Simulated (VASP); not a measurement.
Here is a VASP 6.6.1 calculation.

Contents of INCAR:

```
SYSTEM = CaB6
PREC = Accurate
ENCUT = 600
EDIFF = 1E-6
ISMEAR = -1
SIGMA = 0.02
LREAL = .False.
LASPH = .True.
NELM = 80
ALGO = Normal
ISIF = 3
LWAVE = .False.
LCHARG = .False.
GGA = PS
IBRION = 2
NSW = 80
EDIFFG = -0.005
```

File KPOINTS:

```
regular mesh
0
Gamma
  6 6 6
  0 0 0
```

The input POSCAR:

```
CaB6
1.0
    4.1466424172      0.0000000000      0.0000000000
    0.0000000000      4.1466424172      0.0000000000
    0.0000000000      0.0000000000      4.1466424172
Ca B
1 6
Direct
    0.5000000000      0.5000000000      0.5000000000
    0.0000000000      0.0000000000      0.2983668877
    0.0000000000      0.0000000000      0.7016331123
    0.2983668877      0.0000000000      0.0000000000
    0.7016331123      0.0000000000      0.0000000000
    0.0000000000      0.2983668877      0.0000000000
    0.0000000000      0.7016331123      0.0000000000
```

Potentials or basis: VASP PAW PBE potentials, release 64 (Ca_sv, B).

Run with:

```bash
$ cat potpaw_PBE.64/Ca_sv/POTCAR potpaw_PBE.64/B/POTCAR > POTCAR
$ mpirun -np 1 vasp_std > vasp.out
```

What does it give for the relaxed volume?

10.06 Å³/atom.

Estimate the band gap on the k mesh.

0.11 eV (least direct gap 0.26 eV).

Step by step:
| step | energy change (eV) | largest force (eV/Å) | pressure (GPa) | volume (Å³) |
| --- | --- | --- | --- | --- |
| 1 | 0.0000 | 0.0044 | -1.92 | 71.30 |
| 2 | -0.0042 | 0.1001 | 0.87 | 70.05 |
| 3 | -0.0053 | 0.0677 | -0.01 | 70.43 |
| 4 | -0.0047 | 0.1324 | 0.03 | 70.32 |
| 5 | -0.0055 | 0.0004 | 0.00 | 70.39 |

Caveat: the PAW data sets were made with another functional, which shifts forces and pressure a little. A k mesh can miss the band edges.
